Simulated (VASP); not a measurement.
Here is a VASP 6.6.1 calculation.

The input INCAR:

```
SYSTEM = AlN
  ALGO = Normal
  EDIFF = 1E-6
  ENCUT = 520
  GGA = PE
  ISIF = 2
  ISMEAR = -1
  LASPH = .TRUE.
  LCHARG = .TRUE.
  LELF = .TRUE.
  LREAL = .FALSE.
  LVHAR = .TRUE.
  LWAVE = .FALSE.
  NBANDS = 11
  NELM = 100
  PREC = Accurate
  SIGMA = 0.02
```

File KPOINTS:

```
k-points
0
G
  10 10 10
  0 0 0
```

POSCAR

```
AlN
1.0
    0.0000000000      2.2285739407      2.2285739407
    2.2285739407      0.0000000000      2.2285739407
    2.2285739407      2.2285739407      0.0000000000
Al N
1 1
Direct
    0.0000000000      0.0000000000      0.0000000000
    0.2500000000      0.2500000000      0.2500000000
```

Potentials or basis: VASP PAW PBE potentials, release 64 (Al, N).

Command:

```sh
$ cat potpaw_PBE.64/Al/POTCAR potpaw_PBE.64/N/POTCAR > POTCAR
$ mpirun -np 1 vasp_std > vasp.out
```

**Question.** Predict the band gap on the k mesh.

**Answer.** 3.28 eV, indirect (least direct gap 3.67 eV).

**Question.** Estimate the pressure.

**Answer.** -6.8 GPa.

Caveat: the cell differs from its parent crystal (strain +2.0%). A k mesh can miss the band edges.
